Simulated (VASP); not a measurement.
Wanted: the native input for a VASP 6.6.1 run.

* Task: single point
* Functional: PBE
* Dispersion: D3(BJ)
* Potentials or basis: VASP PAW PBE potentials, release 64 (H, C)
* Cutoff: 520 eV
* k mesh: 6 × 6 × 6
* Occupations: gaussian, width 0.02 eV
* Spin: no spin polarisation
* Dipole correction: no
* Further INCAR settings: ALGO = Normal; EDIFF = 1e-06; NBANDS = 22

The structure of H3C2 lies in POSCAR:

```
H3C2
1.0
    3.4438359203     -3.2142402337      0.0820478302
    3.4438359203      3.2142402337      0.0820478302
   -0.6613811306      0.0000000000      4.1936656544
H C
6 4
Direct
    0.2553476480      0.2553476480      0.5269275088
    0.7446523520      0.7446523520      0.4730724912
    0.2178170647      0.4943989146      0.2240221583
    0.5056010854      0.7821829353      0.7759778417
    0.7821829353      0.5056010854      0.7759778417
    0.4943989146      0.2178170647      0.2240221583
    0.0796811707      0.0796811707      0.0807278383
    0.9203188293      0.9203188293      0.9192721617
    0.2708795016      0.2708795016      0.2726963602
    0.7291204984      0.7291204984      0.7273036398
```

The input as run:

INCAR

```
  PREC = Accurate
  ENCUT = 520
  EDIFF = 1E-6
  ISMEAR = 0
  SIGMA = 0.02
  LREAL = False
  LASPH = True
  NELM = 100
  ALGO = Normal
  ISIF = 2
  LWAVE = False
  LCHARG = True
  GGA = PE
  IVDW = 12
  LELF = True
  LVHAR = True
  NBANDS = 22
```

KPOINTS

```
Automatic mesh
0
Gamma
  6 6 6
```

Potentials or basis: VASP PAW PBE potentials, release 64 (H, C).

Command:

```console
$ cat potpaw_PBE.64/H/POTCAR potpaw_PBE.64/C/POTCAR > POTCAR
$ mpirun -np 1 vasp_std > vasp.out
```

It gave:

- Pressure: 0.0 GPa
- Largest force: 0.065 eV/Å
- Band gap on the k mesh: 4.67 eV, indirect (least direct gap 5.01 eV)
- Dispersion energy per atom: -0.059 eV

Wall time 2.3 min on 1 thread of AMD EPYC 7R43 64-Core Processor (Zen 3), with other jobs on the host, peak memory 0.21 GiB.
